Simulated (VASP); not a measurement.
Input of a VASP 6.6.1 run:

File INCAR:

```
ALGO = Normal
EDIFF = 1E-7
ENCUT = 520
GGA = PE
ISIF = 2
ISMEAR = 0
LASPH = T
LCHARG = F
LREAL = F
LWAVE = F
NBANDS = 24
NELM = 80
PREC = Accurate
SIGMA = 0.1
```

The input KPOINTS:

```
k-points
0
Gamma
  4 4 6
```

The input POSCAR:

```
NaC2
1.0
    4.4989624798      0.0000000000      0.0000000000
    0.0000000000      4.4989624798      0.0000000000
    0.0000000000      0.0000000000      5.2439590613
Na C
2 4
Direct
    0.0000000000      0.0000000000      0.0000000000
    0.5000000000      0.5000000000      0.5000000000
    0.4004532878      0.4004532878      0.0000000000
    0.0995467122      0.9004532878      0.5000000000
    0.5995467122      0.5995467122      0.0000000000
    0.9004532878      0.0995467122      0.5000000000
```

Potentials or basis: VASP PAW PBE potentials, release 64 (Na_pv, C).

The run is started by

```bash
$ cat potpaw_PBE.64/Na_pv/POTCAR potpaw_PBE.64/C/POTCAR > POTCAR
$ mpirun -np 1 vasp_std > vasp.out
```

Q: What does it give for the pressure?

A: 0.1 GPa.

Q: Predict the band gap on the k mesh.

A: Zero (band 15 reaches -1.53 eV, above the bottom of band 16 at -2.04 eV).

Q: What does it give for the largest force?

A: 0.094 eV/Å.

Forces on the atoms (eV/Å):
```
Na   0.000  0.000  0.000
Na   0.000  0.000  0.000
C   -0.067 -0.067  0.000
C    0.067 -0.067  0.000
C    0.067  0.067  0.000
C   -0.067  0.067  0.000
```
